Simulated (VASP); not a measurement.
Runs of VASP 6.6.1 on BaMg2Sb2. The structure is that of space group P-3m1 (No. 164), or close to it. The cells are those of the table. 

```tsv
task	cell	cutoff (eV)	gap on the mesh (eV)	pressure (GPa)	largest force (eV/Å)
relaxation of cell and atoms	relaxed to 2 GPa from a = 4.770, b = 4.770, c = 8.100 Å, angles 90.0, 90.0, 120.0°, 5 atoms	600	(b)	2.0	0.02
single point	a = 4.547, b = 4.547, c = 7.641 Å, angles 90.0, 90.0, 120.0°, 5 atoms	520	0.56	6.4	0.05
single point	a = 4.592, b = 4.592, c = 7.735 Å, angles 90.0, 90.0, 120.0°, 5 atoms	520	(a)	4.4	0.05
relaxation of cell and atoms	relaxed to 8 GPa from a = 4.770, b = 4.770, c = 8.100 Å, angles 90.0, 90.0, 120.0°, 5 atoms	600	0.52	8.0	0.03
relaxation of cell and atoms	relaxed to 6 GPa from a = 4.770, b = 4.770, c = 8.100 Å, angles 90.0, 90.0, 120.0°, 5 atoms	600	0.56	6.1	0.03
```

Alike in all rows: level LDA; potentials or basis VASP PAW LDA potentials, release 64 (Ba_sv, Mg, Sb); no spin polarisation; k mesh 6 × 6 × 2; smearing gaussian 0.01 eV.

**Question.** Estimate the missing entries.

**Answer.** (a) 0.61; (b) 0.67.

Caveats: spin-orbit coupling is left out, which moves the levels of the heavy elements; the cell is relaxed towards a set pressure, so the enthalpy falls and the energy may rise (some runs); the relaxation stopped at a loose force limit of 0.05 eV/Å, so its end isn't a converged minimum (some runs).

A k mesh can miss the band edges, and the runs leave out spin-orbit coupling on Ba, Sb.
